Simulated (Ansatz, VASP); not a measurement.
## Ni in VASP and in Ansatz

```
Ni
1.0
    -1.38372    1.38372    1.38372
     1.38372   -1.38372    1.38372
     1.38372    1.38372   -1.38372
Ni
1
Direct
  0.00000 0.00000 0.00000
```

Alike in both runs: functional LDA; k mesh 8 × 8 × 8; occupations fermi-dirac, width 0.05 eV; collinear spin.

```csv
,VASP,Ansatz
version,VASP 6.6.1,Ansatz 0.2.0
potentials or method,"VASP PAW LDA potentials, release 64 (Ni)",Ansatz PAW
plane-wave cutoff (eV),520,420
valence electrons in the cell,10,18
task,single point,band structure
```

```tsv
	VASP	Ansatz	Ansatz less VASP
gap on the k mesh at the Fermi level (eV)	none	none	-
pressure (GPa)	-10.2	-10.1	+0.10
net moment per atom (μB)	0.50	0.52	+0.021
size of the moment on the site where the two differ most (μB)	0.50	0.54	+0.039
```

LDA's correlation is that of Perdew and Zunger in VASP and of Perdew and Wang (1992) in Ansatz. Site moments also hang on the region over which each program counts them. A gap of «none» marks a metal or a gap that the smearing closes. VASP's potentials hold 10 valence electrons a cell and Ansatz's 18, so a difference there can come from the potentials and not from the codes.

The k mesh is coarse, so the values compare programs but aren't converged.
